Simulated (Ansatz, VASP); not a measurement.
# YPtC4N4 in VASP and in Ansatz

```xyz
10
Lattice="6.2375 0.0000 0.0000 0.0000 6.2375 0.0000 0.0000 0.0000 6.2375" Properties=species:S:1:pos:R:3 pbc="T T T"
Y     3.1187    3.1187    3.1187
Pt    0.0000    0.0000    0.0000
C     1.1454    1.1454    1.1454
C     1.1454    5.0921    5.0921
C     5.0921    1.1454    5.0921
C     5.0921    5.0921    1.1454
N     1.8294    1.8294    1.8294
N     1.8294    4.4081    4.4081
N     4.4081    1.8294    4.4081
N     4.4081    4.4081    1.8294
```

Alike in both runs: functional PBE; k mesh 4 × 4 × 4; occupations gaussian, width 0.1 eV; no spin polarisation.

Ansatz relaxed the structure, and its values are those at the end. VASP's run is a single point on that final structure, the one shown.

|  | VASP | Ansatz |
| --- | --- | --- |
| version | VASP 6.6.1 | Ansatz 0.2.0 |
| potentials or method | VASP PAW PBE potentials, release 64 (Y_sv, Pt, C, N), cutoff 520 eV | scalar-relativistic, plane waves, PAW |
| valence electrons in the cell | 57 | 65 |

|  | VASP | Ansatz | Ansatz less VASP |
| --- | --- | --- | --- |
| gap on the k mesh at the Fermi level (eV) | none | none | - |
| pressure (GPa) | 0.4 | 0.2 | -0.20 |
| rms of the force components (eV/Å) | 0.151 | 0.011 | -0.1397 |

A gap of «none» marks a metal or a gap that the smearing closes. One of these differences is far larger than is usual between the two programs; its cause wasn't traced. VASP's potentials hold 57 valence electrons a cell and Ansatz's 65, so a difference there can come from the potentials and not from the codes.

Neither program's run includes spin-orbit coupling. Noted on VASP's run: the standard files for N, O and F lose accuracy on very short bonds.
